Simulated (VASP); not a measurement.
# CdSe: single point with PBE

Crystal: CdSe.

```xyz
2
Lattice="0.0000 3.0703 3.0703 3.0703 0.0000 3.0703 3.0703 3.0703 0.0000" Properties=species:S:1:pos:R:3 pbc="T T T"
Cd    0.0000    0.0000    0.0000
Se    4.5188    4.6920    4.6920
```

This cell differs from its parent crystal: all Se atoms moved -0.150 Å, as atom 2 towards its neighbour atom 1 (Cd) at 2.659 Å.

- Program: VASP 6.6.1
- Task: single point
- Functional: PBE
- Potentials or basis: VASP PAW PBE potentials, release 64 (Cd, Se)
- Cutoff: 520 eV
- k mesh: 10 × 10 × 10
- Occupations: gaussian, width 0.05 eV
- Spin: no spin polarisation

- Pressure: 1.9 GPa
- Largest force: 0.507 eV/Å
- Band gap on the k mesh: 0.52 eV, direct

Forces in eV/Å, atoms in the order of the input:
```
Cd  -0.293  0.293  0.293
Se   0.293 -0.293 -0.293
```

Stress tensor (GPa, compression positive):
```
 1.91  1.15  1.15
 1.15  1.91 -1.15
 1.15 -1.15  1.91
```

Levels at points of the mesh, in eV from the valence-band top:
```
           k point  band 6  band 7  band 8  band 9  band 10  band 11  band 12  band 13
(0.00, 0.00, 0.00)   -7.57   -0.10   -0.10    0.00     0.52     5.87     5.93     5.93
(0.50, 0.00, 0.00)   -7.27   -3.97   -0.70   -0.70     2.07     6.25     6.25     7.16
(0.00, 0.50, 0.00)   -7.30   -4.37   -0.96   -0.60     2.39     6.09     6.78     7.32
(0.50, 0.50, 0.00)   -7.23   -4.01   -1.85   -1.74     3.08     3.70     8.92     9.91
```

It took 3 min on 1 thread of AMD EPYC 7R13, with other jobs on the host, peak memory 0.23 GiB.

Caveat: the cell differs from its parent crystal (all Se atoms moved -0.150 Å, as atom 2 towards its neighbour atom 1 (Cd) at 2.659 Å).
